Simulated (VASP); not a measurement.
# MgC (Cmcm) in VASP: single point with PBE

Aim: the single point of MgC with PBE.

All numbers are computed with VASP 6.6.1; they aren't measurements. Logs are shortened: lines on timing, memory, paths and dates and some standing lists are left out, and cuts for length are marked.

## 1. The cell of the first run

It takes space group Cmcm (No. 63, orthorhombic). The conventional cell has a = 3.664 Å, b = 8.319 Å, c = 2.725 Å, α = 90.00°, β = 90.00°, γ = 90.00°. Within 3.2 Å of Mg (site symmetry m2m) lie 7 C at 2.41 to 2.50 Å and 8 Mg at 2.73 to 2.87 Å. C (site symmetry m2m) has 2 C at 1.63 Å within 2.2 Å.

## 2. Single point, PBE

Input file INCAR:

```
SYSTEM = MgC
  PREC = Accurate
  ENCUT = 840
  EDIFF = 1E-6
  ISMEAR = 0
  SIGMA = 0.1
  LREAL = .False.
  LASPH = .True.
  NELM = 120
  ALGO = Normal
  ISIF = 2
  LWAVE = .False.
  LCHARG = .False.
  GGA = PE
  NBANDS = 22
  GGA_COMPAT = .False.
```

Input file KPOINTS:

```
regular mesh
0
Gamma
  6 6 6
  0 0 0
```

Input file POSCAR:

```
MgC
1.0
    1.8319459105     -4.1594954906      0.0000000000
    1.8319459105      4.1594954906      0.0000000000
    0.0000000000      0.0000000000      2.7251204911
Mg C
2 2
Direct
    0.8545810996      0.1454189004      0.7500000000
    0.1454189004      0.8545810996      0.2500000000
    0.5542377086      0.4457622914      0.7500000000
    0.4457622914      0.5542377086      0.2500000000
```

Potentials or basis: VASP PAW PBE potentials, release 64 (Mg_sv, C).

Launch:

```
$ cat potpaw_PBE.64/Mg_sv/POTCAR potpaw_PBE.64/C/POTCAR > POTCAR
$ mpirun -np 1 vasp_std > vasp.out
```

OUTCAR:

```text
SYSTEM = MgC
   PREC = Accurate
   ENCUT = 840
   EDIFF = 1E-6
   ISMEAR = 0
   LREAL = .False.
   LASPH = .True.
   NELM = 120
   ISIF = 2
   GGA = PE

 ion  position               nearest neighbor table
   1  0.855  0.145  0.750-
   2  0.145  0.855  0.250-
   3  0.554  0.446  0.750-   4 1.63   4 1.63
   4  0.446  0.554  0.250-   3 1.63   3 1.63

  LATTYP: Found a base centered orthorhombic cell.
 ALAT       =     3.6638918210
 B/A-ratio  =     2.2705340080
 C/A-ratio  =     0.7437775525

  Lattice vectors:

 A1 = (   1.8319459105,  -4.1594954906,   0.0000000000)
 A2 = (   1.8319459105,   4.1594954906,   0.0000000000)
 A3 = (   0.0000000000,   0.0000000000,   2.7251204911)

Analysis of symmetry for initial positions (statically):
=====================================================================
 Subroutine PRICEL returns:
 Original cell was already a primitive cell.

 Routine SETGRP: Setting up the symmetry group for a
 base centered orthorhombic supercell.

 Subroutine GETGRP returns: Found  8 space group operations
 (whereof  4 operations were pure point group operations)
 out of a pool of  8 trial point group operations.

The static configuration has the point symmetry C_2h.
 The point group associated with its full space group is D_2h.

Analysis of symmetry for dynamics (positions and initial velocities):
=====================================================================
 Subroutine PRICEL returns:
 Original cell was already a primitive cell.

 Routine SETGRP: Setting up the symmetry group for a
 base centered orthorhombic supercell.

 Subroutine GETGRP returns: Found  8 space group operations
 (whereof  4 operations were pure point group operations)
 out of a pool of  8 trial point group operations.

The dynamic configuration has the point symmetry C_2h.
 The point group associated with its full space group is D_2h.

 Subroutine INISYM returns: Found  8 space group operations
 (whereof  4 operations are pure point group operations),
 and found     1 'primitive' translations

----------------------------------------------------------------------------------------

                                     Primitive cell

  volume of cell :      41.5307

  direct lattice vectors                    reciprocal lattice vectors
     1.831945910 -4.159495491  0.000000000     0.272933823 -0.120206886  0.000000000
     1.831945910  4.159495491  0.000000000     0.272933823  0.120206886  0.000000000
[... 90 lines left out ...]
   LREAL  =      F    real-space projection
   EDIFFG = 0.1E-04   stopping-criterion for IOM
   NSW    =      0    number of steps for IOM
   IBRION =     -1    ionic relax: 0-MD 1-quasi-New 2-CG
   NFREE  =      0    steps in history (QN), initial steepest desc. (CG)
   ISIF   =      2    stress and relaxation
   ISYM   =      2    0-nonsym 1-usesym 2-fastsym
   POTIM  = 0.5000    time-step for ionic-motion
   TEBEG  =    0.0;   TEEND  =   0.0 temperature during run
   PSTRESS=    0.0 pullay stress
   NELECT =      28.0000    total number of electrons
   NUPDOWN=      -1.0000    fix difference up-down
   EMIN   =  10.00;   EMAX   =-10.00  energy-range for DOS
   EFERMI =   0.00;   METHOD = LEGACY
   ISMEAR =     0;   SIGMA  =   0.10  broadening in eV -4-tet -1-fermi 0-gaus
   EFERMI_NEDOS =   21; number of points for ismear=-14 and -15
   IALGO  =     38    algorithm
   IMIX   =      4    mixing-type and parameters
     AMIX     =   0.40;   BMIX     =  1.00
     AMIX_MAG =   1.60;   BMIX_MAG =  1.00
  volume/ion in A,a.u.               =      10.38        70.07
  Fermi-wavevector in a.u.,A,eV,Ry     =   1.435504  2.712710 28.037154  2.060673
  Thomas-Fermi vector in A             =   2.554796
   LORBIT       =      0    0 simple, 1 ext, 2 COOP (PROOUT), +10 PAW based schemes
   GGA     = PE    functional components
   LHFCALC =     F    Hartree Fock is set to
   AEXX    =    0.0000 exact exchange contribution
   IVDW    =     0    specifies the selected vdW correction
   LEPSILON=     F    determine dielectric tensor
   LRPA    =     F    only Hartree local field effects (RPA)
 non-spin polarized calculation
 Gauss-broadening in eV      SIGMA  =   0.10
  energy-cutoff  :      840.00
  volume of cell :       41.53
 maximum number of plane-waves:      2323
 NGX is ok and might be reduce to    48
   NGX = 21   NGY = 21   NGZ = 13

 number of electron      27.9999993 magnetization

 Free energy of the ion-electron system (eV)
  ---------------------------------------------------
  ext. energy  EPLUGINS =         0.00000000
  ---------------------------------------------------
  free energy    TOTEN  =       -18.75834874 eV

  energy without entropy =      -18.75530610  energy(sigma->0) =      -18.75682742

 E-fermi :   7.0686     XC(G=0): -11.1725

 val. band max:        7.0188273963   @ k =   0.5000   0.3333   0.0000
 cond. band min:       7.2597978630   @ k =  -0.1667   0.1667   0.3333
 fundamental gap:      0.2409704667
 Fermi energy:         7.0685624399

 k-point     1 :       0.0000    0.0000    0.0000
  band No.  band energies     occupation
      1     -69.6541      2.00000
      2     -69.6383      2.00000
      3     -36.4746      2.00000
      4     -36.4191      2.00000
      5     -36.3898      2.00000
      6     -36.3835      2.00000
[... 589 lines left out ...]
     21      16.7884      0.00000
     22      17.3307      0.00000

 [... further k-points ...]

------------------------ aborting loop because EDIFF is reached ----------------------------------------

  FORCE on cell =-STRESS in cart. coord.  units (eV):
  Direction    XX          YY          ZZ          XY          YZ          ZX
  --------------------------------------------------------------------------------------
  -------------------------------------------------------------------------------------
  Total        0.0554525     -0.1087548     -0.0933565      0.0000000     -0.0000000      0.0000000
  in kB        2.1392567     -4.1955593     -3.6015232      0.0000000     -0.0000000      0.0000000
  external PRESSURE =      -1.8859419 kB  Pullay stress =       0.0000000 kB

 VOLUME and BASIS-vectors are now :
 -----------------------------------------------------------------------------
  energy-cutoff  :      840.00
  volume of cell :       41.53
      direct lattice vectors                 reciprocal lattice vectors
     1.831945910 -4.159495491  0.000000000     0.272933823 -0.120206886  0.000000000
     1.831945910  4.159495491  0.000000000     0.272933823  0.120206886  0.000000000
     0.000000000  0.000000000  2.725120491     0.000000000  0.000000000  0.366956251

 POSITION                                       TOTAL-FORCE (eV/Angst)
 -----------------------------------------------------------------------------------
      1.83195     -2.94976      2.04384         0.000000      0.005210      0.000000
      1.83195      2.94976      0.68128         0.000000     -0.005210     -0.000000
      1.83195     -0.45120      2.04384         0.000000     -0.030639     -0.000000
      1.83195      0.45120      0.68128         0.000000      0.030639     -0.000000
 -----------------------------------------------------------------------------------
    total drift:                                0.000000     -0.000000      0.000000

  FREE ENERGIE OF THE ION-ELECTRON SYSTEM (eV)
  ---------------------------------------------------
  free  energy   TOTEN  =       -18.7583487432 eV

  energy  without entropy=      -18.7553061030  energy(sigma->0) =      -18.75682742
```

OSZICAR:

```text
N       E                     dE             d eps       ncg     rms          rms(c)
DAV:   1     0.349329941780E+03    0.34933E+03   -0.23089E+04  2288   0.202E+03
DAV:   2     0.126101839012E+02   -0.33672E+03   -0.32610E+03  2536   0.553E+02
DAV:   3    -0.182258306482E+02   -0.30836E+02   -0.30428E+02  4026   0.121E+02
DAV:   4    -0.206119272692E+02   -0.23861E+01   -0.23737E+01  2730   0.340E+01
DAV:   5    -0.207397989078E+02   -0.12787E+00   -0.12782E+00  3166   0.552E+00    0.883E+00
DAV:   6    -0.188053056677E+02    0.19345E+01   -0.63447E+00  2672   0.101E+01    0.306E+00
DAV:   7    -0.187791813661E+02    0.26124E-01   -0.30607E-01  3096   0.306E+00    0.175E+00
DAV:   8    -0.187588928424E+02    0.20289E-01   -0.39952E-02  2766   0.156E+00    0.215E-01
DAV:   9    -0.187582734659E+02    0.61938E-03   -0.42709E-03  2968   0.428E-01    0.124E-01
DAV:  10    -0.187583486367E+02   -0.75171E-04   -0.33160E-04  3190   0.128E-01    0.156E-02
DAV:  11    -0.187583490004E+02   -0.36373E-06   -0.18053E-05  3064   0.309E-02    0.724E-03
DAV:  12    -0.187583487432E+02    0.25727E-06   -0.18804E-06  2198   0.105E-02
   1 F= -.18758349E+02 E0= -.18756827E+02  d E =-.304264E-02
```

Wall time 38 s (1 thread of Intel Xeon 6975P-C (Granite Rapids), shared host); peak memory 0.27 GiB.

What came out:

```yaml
Free_energy: -18.7583 eV
Pressure: -0.2 GPa
Largest_force: 0.031 eV/Å
Band_gap_on_the_k_mesh: zero (bands 14 and 15 overlap by 0.05 eV)
```

Forces in eV/Å, atoms in the order of the input:
```
Mg   0.000  0.005  0.000
Mg   0.000 -0.005  0.000
C    0.000 -0.031  0.000
C    0.000  0.031  0.000
```

Levels at points of the mesh, in eV from the Fermi level:
```tsv
k point	band 10	band 11	band 12	band 13	band 14	band 15	band 16	band 17	band 18	band 19
(0.00, 0.00, 0.00)	-8.09	-6.47	-6.13	-4.83	-0.26	-0.10	2.28	4.59	4.65	7.06
(0.50, 0.00, 0.00)	-9.55	-8.19	-4.96	-4.74	-0.90	1.13	3.79	5.22	5.61	6.69
(0.50, 0.50, 0.00)	-10.46	-6.37	-4.79	-2.01	-1.04	0.96	1.76	3.20	4.89	6.26
(0.00, 0.00, 0.50)	-13.25	-4.99	-4.99	-2.46	-2.46	-0.07	-0.07	3.66	3.66	6.75
(0.50, 0.00, 0.50)	-12.82	-5.40	-5.40	-4.69	-4.69	1.00	1.00	5.67	5.67	7.53
(0.50, 0.50, 0.50)	-13.06	-6.26	-6.26	-2.58	-2.58	2.82	2.82	3.32	3.32	7.60
```

Caveat: the k points lie up to 0.38 Å⁻¹ apart.

The gap in the log of VASP goes by the Fermi energy; the results here count the filled bands.